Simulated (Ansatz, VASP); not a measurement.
**One calculation of WF, two programs**

Contents of INCAR:

```
SYSTEM = WF
  PREC = Accurate
  ENCUT = 520
  EDIFF = 1E-7
  ISMEAR = -1
  SIGMA = 0.05
  LREAL = .FALSE.
  LASPH = .TRUE.
  NELM = 150
  ALGO = Normal
  ISIF = 2
  LWAVE = .FALSE.
  LCHARG = .TRUE.
  LMAXMIX = 4
  LDAU = .TRUE.
  LDAUTYPE = 2
  LDAUL = 2 -1
  LDAUU = 8 0
  LDAUJ = 0 0
  LDAUPRINT = 1
  GGA = PE
  LELF = .TRUE.
  LVHAR = .TRUE.
  NBANDS = 18
```

File KPOINTS:

```
regular mesh
0
G
  11 11 11
  0 0 0
```

The input POSCAR:

```
WF
1.0
    1.3658900000      0.7886000000      5.0696000000
   -1.3658900000      0.7886000000      5.0696000000
    0.0000000000     -1.5771900000      5.0696000000
W F
1 1
Direct
    0.8141200000      0.8141200000      0.8141200000
    0.9371200000      0.9371200000      0.9371200000
```

File input.yaml:

```yaml
crystal:
  lattice:
    - [1.36589, 0.7886, 5.0696]
    - [-1.36589, 0.7886, 5.0696]
    - [0.0, -1.57719, 5.0696]
  atoms:
    - { symbol: W, position: [0.81412, 0.81412, 0.81412] }
    - { symbol: F, position: [0.93712, 0.93712, 0.93712] }
hamiltonian:
  xc: pbe
  pseudopotentials: { kind: paw }
  hubbard: { sites: [{ species: W, l: d, u_eff: 8.0 }] }
kpoints:
  mp_grid: { grid: [11, 11, 11] }
scf:
  occupations: { method: fermi_dirac, width: 0.05 }
  n_extra_bands: 6
output:
  forces: true
  stress: true
  eigenvalues: true
  dos: { projected: true, de: 0.05, nscf_kmesh: { grid: [17, 17, 17] } }
```

Alike in both runs: functional PBE; k mesh 11 × 11 × 11; occupations fermi-dirac, width 0.05 eV; no spin polarisation; Hubbard terms W d U = 8.0 eV.

```csv
,VASP,Ansatz
version,VASP 6.6.1,Ansatz 0.2.0
potentials or method,"VASP PAW PBE potentials, release 64 (W_sv, F)",Ansatz PAW
plane-wave cutoff (eV),520,420
valence electrons in the cell,21,21
task,single point,projected density of states
```

VASP gave:

```
gap on the k mesh at the Fermi level (eV)                     : none
pressure (GPa)                                                : 12.3
traceless stress, the component that is largest in VASP (GPa) : 0.95
rms of the force components (eV/Å)                            : 0.818
```

What did Ansatz give for the same quantities?

gap on the k mesh at the Fermi level (eV): none; pressure (GPa): 9.4; traceless stress, the component that is largest in VASP (GPa): -8.85; rms of the force components (eV/Å): 0.144.

The programs project onto different local orbitals, so the same U acts differently, and such runs can settle in different states. Atom by atom the forces differ by 0.674 eV/Å (rms over components). A gap of «none» marks a metal or a gap that the smearing closes.

Neither program's run includes spin-orbit coupling.
